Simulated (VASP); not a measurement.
# TaC35 (a cell with a defect) (Graphite 2H) in VASP: single point with PBE

Aim: the single point of TaC35 (a cell with a defect) (Graphite 2H) with PBE.

Program: VASP 6.6.1. These are calculated values, not measurements. Logs are shortened: lines on timing, memory, paths and dates and some standing lists are left out, and cuts for length are marked.

### Step 1. The cell of the first run

The cell holds a defect, 36 atoms: a = 7.410 Å, b = 7.410 Å, c = 6.790 Å, α = 90.00°, β = 90.00°, γ = 120.00°.

### Step 2. Single point, PBE

The input, INCAR:

```
SYSTEM = TaC35
PREC     = Accurate       ! precision mode
ENCUT    = 520            ! plane-wave cutoff, eV
EDIFF    = 1E-7           ! SCF threshold, eV
ISMEAR   = -1             ! smearing method
SIGMA    = 0.01           ! smearing width, eV
LREAL    = Auto         
LASPH    = .True.         ! aspherical terms in the spheres
NELM     = 100            ! most SCF steps
ALGO     = Normal         ! electronic algorithm
ISIF     = 2              ! what is computed and relaxed
LWAVE    = .False.        ! write WAVECAR
LCHARG   = .False.        ! write CHGCAR
GGA      = PE             ! functional
NELECT   = 150.0        
NBANDS   = 100            ! bands
```

The input, KPOINTS:

```
regular mesh
0
Gamma
  3 3 3
  0 0 0
```

The input, POSCAR:

```
TaC35
1.0
    7.4099999999      0.0000000000      0.0000000000
   -3.7050000000      6.4172482420      0.0000000000
    0.0000000000      0.0000000000      6.7900000000
C Ta
35 1
Direct
   -0.0082178957     -0.0164357915      0.0091058917
   -0.0082178957      0.3415512291      0.0091058917
   -0.0004193764      0.6664569785     -0.0298853538
    0.3338400222     -0.0005066889     -0.0150446504
    0.3497691248      0.3415512291      0.0091058917
    0.3338400222      0.6676800444     -0.0150446504
    0.6656532889     -0.0005066889     -0.0150446504
    0.6668763549      0.3337527097     -0.0298853538
    0.6668763549      0.6664569785     -0.0298853538
   -0.0006488089     -0.0012976178      0.5144446197
   -0.0006488089      0.3339821422      0.5144446197
   -0.0001430096      0.6665951618      0.5043769655
    0.3338504063     -0.0005170730      0.5066347991
    0.3346309511      0.3339821422      0.5144446197
    0.3338504063      0.6677008126      0.5066347991
    0.6656325207     -0.0005170730      0.5066347991
    0.6667381715      0.3334763430      0.5043769655
    0.6667381715      0.6665951618      0.5043769655
    0.1109212098      0.5586322765     -0.0169914910
    0.1109212098      0.8856222667     -0.0169914910
    0.4477110667      0.2224121235     -0.0169914910
    0.4477110667      0.5586322765     -0.0169914910
    0.4444444444      0.8888888889     -0.0192247916
    0.7747010568      0.2224121235     -0.0169914910
    0.7777777778      0.5555555556     -0.0299972523
    0.7747010568      0.8856222667     -0.0169914910
    0.2229720246      0.1103613087      0.5163147550
    0.2229720246      0.4459440492      0.5163147550
    0.2221571101      0.7777452217      0.5048573391
    0.5555881116      0.1111762232      0.5048573391
    0.5568181038      0.4450757186      0.5056619713
    0.5555881116      0.7777452217      0.5048573391
    0.8873892841      0.1103613087      0.5163147550
    0.8882576148      0.4450757186      0.5056619713
    0.8882576148      0.7765152295      0.5056619713
    0.1111111111      0.2222222222      0.1917719780
```

Potentials or basis: VASP PAW PBE potentials, release 64 (C, Ta_pv).

The run is started by

```console
$ cat potpaw_PBE.64/C/POTCAR potpaw_PBE.64/Ta_pv/POTCAR > POTCAR
$ mpirun -np 1 vasp_std > vasp.out
```

OUTCAR:

```text
SYSTEM = TaC35
   PREC = Accurate
   ENCUT = 520
   EDIFF = 1E-7
   ISMEAR = -1
   LREAL = Auto
   LASPH = .True.
   NELM = 100
   ISIF = 2
   GGA = PE
   NELECT = 150.0

 ion  position               nearest neighbor table
   1  0.992  0.984  0.009-  20 1.41  26 1.41  36 1.97
   2  0.992  0.342  0.009-  19 1.41  24 1.41  36 1.97
   3  1.000  0.666  0.970-  19 1.41  20 1.41  25 1.42
   4  0.334  0.999  0.985-  23 1.42  20 1.43  21 1.43
   5  0.350  0.342  0.009-  22 1.41  21 1.41  36 1.97
   6  0.334  0.668  0.985-  23 1.42  19 1.43  22 1.43
   7  0.666  0.999  0.985-  23 1.42  26 1.43  24 1.43
   8  0.667  0.334  0.970-  24 1.41  21 1.41  25 1.42
   9  0.667  0.666  0.970-  22 1.41  26 1.41  25 1.42
  10  0.999  0.999  0.514-  35 1.43  27 1.44  33 1.44  36 2.62
  11  0.999  0.334  0.514-  34 1.43  28 1.44  33 1.44  36 2.62
  12  1.000  0.667  0.504-  34 1.42  35 1.42  29 1.43
  13  0.334  0.999  0.507-  30 1.42  29 1.42  27 1.42
  14  0.335  0.334  0.514-  31 1.43  28 1.44  27 1.44  36 2.62
  15  0.334  0.668  0.507-  32 1.42  29 1.42  28 1.42
  16  0.666  0.999  0.507-  30 1.42  32 1.42  33 1.42
  17  0.667  0.333  0.504-  34 1.42  31 1.42  30 1.43
  18  0.667  0.667  0.504-  31 1.42  35 1.42  32 1.43
  19  0.111  0.559  0.983-   2 1.41   3 1.41   6 1.43
  20  0.111  0.886  0.983-   1 1.41   3 1.41   4 1.43
  21  0.448  0.222  0.983-   5 1.41   8 1.41   4 1.43
  22  0.448  0.559  0.983-   5 1.41   9 1.41   6 1.43
  23  0.444  0.889  0.981-   4 1.42   7 1.42   6 1.42
  24  0.775  0.222  0.983-   2 1.41   8 1.41   7 1.43
  25  0.778  0.556  0.970-   3 1.42   9 1.42   8 1.42
  26  0.775  0.886  0.983-   1 1.41   9 1.41   7 1.43
  27  0.223  0.110  0.516-  13 1.42  10 1.44  14 1.44  36 2.63
  28  0.223  0.446  0.516-  15 1.42  11 1.44  14 1.44  36 2.63
  29  0.222  0.778  0.505-  15 1.42  13 1.42  12 1.43
  30  0.556  0.111  0.505-  13 1.42  16 1.42  17 1.43
  31  0.557  0.445  0.506-  18 1.42  17 1.42  14 1.43
  32  0.556  0.778  0.505-  15 1.42  16 1.42  18 1.43
  33  0.887  0.110  0.516-  16 1.42  10 1.44  11 1.44  36 2.63
  34  0.888  0.445  0.506-  12 1.42  17 1.42  11 1.43
  35  0.888  0.777  0.506-  18 1.42  12 1.42  10 1.43
  36  0.111  0.222  0.192-   5 1.97   2 1.97   1 1.97  14 2.62  11 2.62  10 2.62  33 2.63  27 2.63
                            28 2.63

  LATTYP: Found a hexagonal cell.
 ALAT       =     7.4099999999
 C/A-ratio  =     0.9163292848

  Lattice vectors:

 A1 = (   7.4099999999,   0.0000000000,   0.0000000000)
 A2 = (  -3.7050000000,   6.4172482420,   0.0000000000)
 A3 = (   0.0000000000,   0.0000000000,   6.7900000000)

Analysis of symmetry for initial positions (statically):
[... 182 lines left out ...]
   NFREE  =      0    steps in history (QN), initial steepest desc. (CG)
   ISIF   =      2    stress and relaxation
   ISYM   =      2    0-nonsym 1-usesym 2-fastsym
   POTIM  = 0.5000    time-step for ionic-motion
   TEBEG  =    0.0;   TEEND  =   0.0 temperature during run
   PSTRESS=    0.0 pullay stress
   NELECT =     150.0000    total number of electrons
   NUPDOWN=      -1.0000    fix difference up-down
   EMIN   =  10.00;   EMAX   =-10.00  energy-range for DOS
   EFERMI =   0.00;   METHOD = LEGACY
   ISMEAR =    -1;   SIGMA  =   0.01  broadening in eV -4-tet -1-fermi 0-gaus
   EFERMI_NEDOS =   21; number of points for ismear=-14 and -15
   IALGO  =     38    algorithm
   IMIX   =      4    mixing-type and parameters
     AMIX     =   0.40;   BMIX     =  1.00
     AMIX_MAG =   1.60;   BMIX_MAG =  1.00
  volume/ion in A,a.u.               =       8.97        60.52
  Fermi-wavevector in a.u.,A,eV,Ry     =   1.267923  2.396028 21.873127  1.607629
  Thomas-Fermi vector in A             =   2.401045
   LORBIT       =      0    0 simple, 1 ext, 2 COOP (PROOUT), +10 PAW based schemes
   GGA     = PE    functional components
   LHFCALC =     F    Hartree Fock is set to
   AEXX    =    0.0000 exact exchange contribution
   IVDW    =     0    specifies the selected vdW correction
   LEPSILON=     F    determine dielectric tensor
   LRPA    =     F    only Hartree local field effects (RPA)
 non-spin polarized calculation
  energy-cutoff  :      520.00
  volume of cell :      322.88
 maximum number of plane-waves:      8719
 NGX is ok and might be reduce to    56
   NGX = 27   NGY = 27   NGZ = 25

 number of electron     149.9999997 magnetization

 Free energy of the ion-electron system (eV)
  ---------------------------------------------------
  ext. energy  EPLUGINS =         0.00000000
  ---------------------------------------------------
  free energy    TOTEN  =      -333.34079311 eV

  energy without entropy =     -333.34079311  energy(sigma->0) =     -333.34079311

 E-fermi :   4.7823     XC(G=0): -10.4479

 val. band max:        4.5961392930   @ k =   0.0000   0.0000   0.3333
 cond. band min:       4.9531614809   @ k =   0.0000   0.0000   0.0000
 fundamental gap:      0.3570221879
 Fermi energy:         4.7822779029

 k-point     1 :       0.0000    0.0000    0.0000
  band No.  band energies     occupation
      1     -30.2911      2.00000
      2     -30.2911      2.00000
      3     -29.9592      2.00000
      4     -14.9085      2.00000
      5     -14.1844      2.00000
      6     -12.4960      2.00000
[... 619 lines left out ...]
     86       8.4097      0.00000
     87       8.6708      0.00000
 [bands above 87 left out]

------------------------ aborting loop because EDIFF is reached ----------------------------------------

  FORCE on cell =-STRESS in cart. coord.  units (eV):
  Direction    XX          YY          ZZ          XY          YZ          ZX
  --------------------------------------------------------------------------------------
  -------------------------------------------------------------------------------------
  Total        7.9775160      7.9775160      0.6008821     -0.0000000      0.0000000     -0.0000000
  in kB       39.5859839     39.5859839      2.9816939     -0.0000000      0.0000000     -0.0000000
  external PRESSURE =      27.3845539 kB  Pullay stress =       0.0000000 kB

 VOLUME and BASIS-vectors are now :
 -----------------------------------------------------------------------------
  energy-cutoff  :      520.00
  volume of cell :      322.88
      direct lattice vectors                 reciprocal lattice vectors
     7.410000000  0.000000000  0.000000000     0.134952767  0.077915016  0.000000000
    -3.705000000  6.417248242  0.000000000     0.000000000  0.155830032  0.000000000
     0.000000000  0.000000000  6.790000000     0.000000000  0.000000000  0.147275405

 POSITION                                       TOTAL-FORCE (eV/Angst)
 -----------------------------------------------------------------------------------
      3.70500      6.31178      0.06183        -0.000000      0.001179     -0.020588
      6.08366      2.19182      0.06183         0.001021     -0.000590     -0.020588
      4.93767      4.27682      6.58708         0.005297      0.003058     -0.005113
     -1.22937      6.41400      6.68785         0.000261     -0.000151      0.002292
      1.32634      2.19182      0.06183        -0.001021     -0.000590     -0.020588
     -0.00000      4.28467      6.68785        -0.000000      0.000302      0.002292
[... 28 lines left out ...]
      3.70500      4.98309      3.43344        -0.000000      0.006807     -0.001702
     -0.00000      1.42606      1.30213        -0.000000      0.000000      0.059659
 -----------------------------------------------------------------------------------
    total drift:                               -0.000002     -0.000011      0.012841

  FREE ENERGIE OF THE ION-ELECTRON SYSTEM (eV)
  ---------------------------------------------------
  free  energy   TOTEN  =      -333.3407931120 eV

  energy  without entropy=     -333.3407931108  energy(sigma->0) =     -333.34079311
```

OSZICAR:

```text
N       E                     dE             d eps       ncg     rms          rms(c)
DAV:   1     0.719656166910E+03    0.71966E+03   -0.77597E+04  1400   0.142E+03
DAV:   2    -0.291614688014E+03   -0.10113E+04   -0.96546E+03  1724   0.317E+02
DAV:   3    -0.357523692282E+03   -0.65909E+02   -0.65151E+02  1680   0.806E+01
DAV:   4    -0.358999799951E+03   -0.14761E+01   -0.14703E+01  1736   0.126E+01
DAV:   5    -0.359046863743E+03   -0.47064E-01   -0.47039E-01  1808   0.217E+00    0.352E+01
DAV:   6    -0.337800581465E+03    0.21246E+02   -0.34026E+01  1656   0.172E+01    0.166E+01
DAV:   7    -0.333793243567E+03    0.40073E+01   -0.10262E+01  1576   0.889E+00    0.922E+00
DAV:   8    -0.333337947315E+03    0.45530E+00   -0.28396E+00  1664   0.459E+00    0.270E+00
DAV:   9    -0.333343507006E+03   -0.55597E-02   -0.23105E-01  1656   0.159E+00    0.811E-01
DAV:  10    -0.333339530102E+03    0.39769E-02   -0.34737E-02  1608   0.653E-01    0.224E-01
DAV:  11    -0.333340232076E+03   -0.70197E-03   -0.34780E-03  1648   0.207E-01    0.105E-01
DAV:  12    -0.333340642071E+03   -0.40999E-03   -0.83236E-04  1656   0.968E-02    0.479E-02
DAV:  13    -0.333340773610E+03   -0.13154E-03   -0.11103E-04  1552   0.356E-02    0.159E-02
DAV:  14    -0.333340791839E+03   -0.18229E-04   -0.22487E-05  1584   0.162E-02    0.438E-03
DAV:  15    -0.333340793157E+03   -0.13181E-05   -0.27717E-06  1640   0.600E-03    0.168E-03
DAV:  16    -0.333340793112E+03    0.44893E-07   -0.33933E-07  1488   0.193E-03
   1 F= -.33334079E+03 E0= -.33334079E+03  d E =-.126788E-08
```

Wall time 4 min (1 thread of Intel Xeon Platinum 8488C (Sapphire Rapids), shared host); peak memory 0.45 GiB.

What came out:

```yaml
Free_energy: -333.3408 eV
Largest_force: 0.060 eV/Å
```

Forces on the atoms (eV/Å):
```
C    0.000  0.001 -0.021
C    0.001 -0.001 -0.021
C    0.005  0.003 -0.005
C    0.000  0.000  0.002
C   -0.001 -0.001 -0.021
C    0.000  0.000  0.002
C    0.000  0.000  0.002
C    0.000 -0.006 -0.005
C   -0.005  0.003 -0.005
C    0.000 -0.015 -0.001
C   -0.013  0.007 -0.001
C    0.014  0.008  0.002
C   -0.006  0.003 -0.002
C    0.013  0.007 -0.001
C    0.000 -0.007 -0.002
C    0.006  0.003 -0.002
C    0.000 -0.016  0.002
C   -0.014  0.008  0.002
C    0.003 -0.005  0.002
C   -0.003  0.005  0.002
C   -0.006  0.000  0.002
C   -0.003 -0.005  0.002
C    0.000  0.000 -0.005
C    0.006  0.000  0.002
C    0.000  0.000 -0.001
C    0.003  0.005  0.002
C    0.019 -0.011  0.005
C    0.000  0.022  0.005
C   -0.010 -0.006 -0.001
C    0.000  0.012 -0.001
C   -0.006 -0.003 -0.002
C    0.010 -0.006 -0.001
C   -0.019 -0.011  0.005
C    0.006 -0.003 -0.002
C    0.000  0.007 -0.002
Ta   0.000  0.000  0.060
```

Caveat: the cell carries a net charge on a neutralising background, which shifts energy and pressure; the cell is charged against a uniform background, so pressure and absolute levels hang on convention; spin-orbit coupling is left out, which moves the levels of the heavy elements.
